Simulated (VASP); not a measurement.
Here is a VASP 6.6.1 calculation.

INCAR

```
PREC = Accurate ; ENCUT = 520
EDIFF = 1E-7 ; ISMEAR = -1
SIGMA = 0.0259 ; LREAL = Auto
LASPH = True ; NELM = 80
ALGO = Normal ; ISIF = 2
LWAVE = False ; LCHARG = False
GGA = PE ; IVDW = 12
NBANDS = 122
```

KPOINTS

```
Automatic mesh
0
Gamma
  3 3 2
  0 0 0.5
```

Contents of POSCAR:

```
SnO2
1.0
   -6.4750747600      0.0000000000      0.0000000000
   -3.2375373800      5.6075792336      0.0000000000
   -3.2375373800      1.8691930778     -8.5860472696
Sn O
8 16
Direct
    0.9368536735      0.9186908219      0.2088700357
    0.4484931921      0.4365280693      0.6904248036
    0.9505698817      0.4373824659      0.6971854233
    0.4412395038      0.9279133639      0.1955032330
    0.9418847624      0.9315816628      0.6967027798
    0.4204923127      0.4219595983      0.2145225786
    0.4331752955      0.9389769767      0.7030323513
    0.9253274088      0.4197655708      0.2100983076
    0.0478994330      0.5638281052      0.8195516259
    0.5395262389      0.0608679957      0.3240697276
    0.5804246108      0.5601466470      0.8009184883
    0.0592568926      0.0440918476      0.3186505867
    0.5624749907      0.0632556189      0.8125132300
    0.0462687532      0.5596501014      0.3195259604
    0.8138264003      0.8160880119      0.5773056966
    0.2829110594      0.3154369796      0.0937399917
    0.5631670859      0.5508105328      0.3192705460
    0.0582442733      0.0719588303      0.8204407428
    0.7916666528      0.2958786185      0.1011148638
    0.3033759440      0.7970522527      0.5857877137
    0.8061012132      0.8022294101      0.0892492175
    0.3294965706      0.2948833398      0.5832266982
    0.3118165593      0.7835638965      0.0915359507
    0.8276879705      0.2992495983      0.5822427763
```

Potentials or basis: VASP PAW PBE potentials, release 64 (Sn_d, O).

Run with:

```sh
$ cat potpaw_PBE.64/Sn_d/POTCAR potpaw_PBE.64/O/POTCAR > POTCAR
$ mpirun -np 1 vasp_std > vasp.out
```

Estimate the largest force.

1.357 eV/Å.

Estimate the pressure.

2.2 GPa.

Stress tensor (GPa, compression positive):
```
 2.67 -0.23  1.89
-0.23  2.53  0.20
 1.89  0.20  1.53
```

Caveat: forces of over 1 eV/Å act on the atoms, so gaps and moduli don't describe the material at rest.
